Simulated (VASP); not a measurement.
Here is a VASP 6.6.1 calculation.

INCAR

```
SYSTEM = BeAl3
PREC     = Accurate       ! precision mode
ENCUT    = 520            ! plane-wave cutoff, eV
EDIFF    = 1E-7           ! SCF threshold, eV
ISMEAR   = 1              ! smearing method
SIGMA    = 0.1            ! smearing width, eV
LREAL    = .FALSE.        ! projectors in reciprocal space
LASPH    = .TRUE.         ! aspherical terms in the spheres
NELM     = 80             ! most SCF steps
ALGO     = Normal         ! electronic algorithm
ISIF     = 2              ! what is computed and relaxed
LWAVE    = .FALSE.        ! write WAVECAR
LCHARG   = .TRUE.         ! write CHGCAR
GGA      = PE             ! functional
LELF     = .TRUE.         ! ELF
LVHAR    = .TRUE.       
NBANDS   = 14             ! bands
```

File KPOINTS:

```
Automatic mesh
0
G
  8 8 8
  0 0 0
```

Contents of POSCAR:

```
BeAl3
1.0
   -1.9593036967      1.9593036967      3.8858321320
    1.9593036967     -1.9593036967      3.8858321320
    1.9593036967      1.9593036967     -3.8858321320
Be Al
1 3
Direct
    0.0000000000      0.0000000000      0.0000000000
    0.7500000000      0.2500000000      0.5000000000
    0.2500000000      0.7500000000      0.5000000000
    0.5000000000      0.5000000000      0.0000000000
```

Potentials or basis: VASP PAW PBE potentials, release 64 (Be, Al).

Command:

```sh
$ cat potpaw_PBE.64/Be/POTCAR potpaw_PBE.64/Al/POTCAR > POTCAR
$ mpirun -np 1 vasp_std > vasp.out
```

Q: What does it give for the band gap on the k mesh?

A: Zero (an odd number of electrons rules out a gap without spin polarisation).

Q: Predict the pressure.

A: -1.5 GPa.

Stress tensor (GPa, compression positive):
```
-1.33  0.00  0.00
 0.00 -1.33  0.00
 0.00  0.00 -1.93
```
